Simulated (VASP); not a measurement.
Write the native input for VASP 6.6.1 that does the following.

```
Task                   : single point
Functional             : PBE
Potentials or basis    : VASP PAW PBE potentials, release 64 (Si, O)
Cutoff                 : 520 eV
k mesh                 : 5 × 5 × 4
Occupations            : fermi-dirac, width 0.02 eV
Spin                   : no spin polarisation
Dipole correction      : no
Further INCAR settings : ALGO = Normal; EDIFF = 1e-06; NBANDS = 44
```

The structure of SiO2 lies in POSCAR:

```
SiO2
1.0
    4.6320000000      0.0000000000      0.0000000000
    0.0000000000      4.6320000000      0.0000000000
    0.0000000000      0.0000000000      6.2090000000
Si O
4 8
Direct
    0.3382056770      0.3382056770      0.0000000000
    0.1617943230      0.8382056770      0.2500000000
    0.6617943230      0.6617943230      0.5000000000
    0.8382056770      0.1617943230      0.7500000000
    0.2224331928      0.1792939571      0.2165440058
    0.3207060429      0.7224331928      0.4665440058
    0.7775668072      0.8207060429      0.7165440058
    0.6792939571      0.2775668072      0.9665440058
    0.7224331928      0.3207060429      0.5334559942
    0.8207060429      0.7775668072      0.2834559942
    0.2775668072      0.6792939571      0.0334559942
    0.1792939571      0.2224331928      0.7834559942
```

One way to write it, as run:

INCAR

```
SYSTEM = SiO2
ALGO = Normal
EDIFF = 1E-6
ENCUT = 520
GGA = PE
ISIF = 2
ISMEAR = -1
LASPH = .True.
LCHARG = .False.
LREAL = .False.
LWAVE = .False.
NBANDS = 44
NELM = 100
PREC = Accurate
SIGMA = 0.02
```

KPOINTS

```
k-points
0
Gamma
  5 5 4
  0 0 0
```

Potentials or basis: VASP PAW PBE potentials, release 64 (Si, O).

Launch:

```bash
$ cat potpaw_PBE.64/Si/POTCAR potpaw_PBE.64/O/POTCAR > POTCAR
$ mpirun -np 1 vasp_std > vasp.out
```

It gave:

- Pressure: 10.5 GPa
- Largest force: 0.023 eV/Å
- Band gap on the k mesh: 5.91 eV

Caveat: the cell stands under pressure.

It took 73 s on 1 thread of Intel(R) Xeon(R) Platinum 8259CL CPU @ 2.50GHz (Skylake/Cascade Lake), on a shared host, peak memory 0.27 GiB.
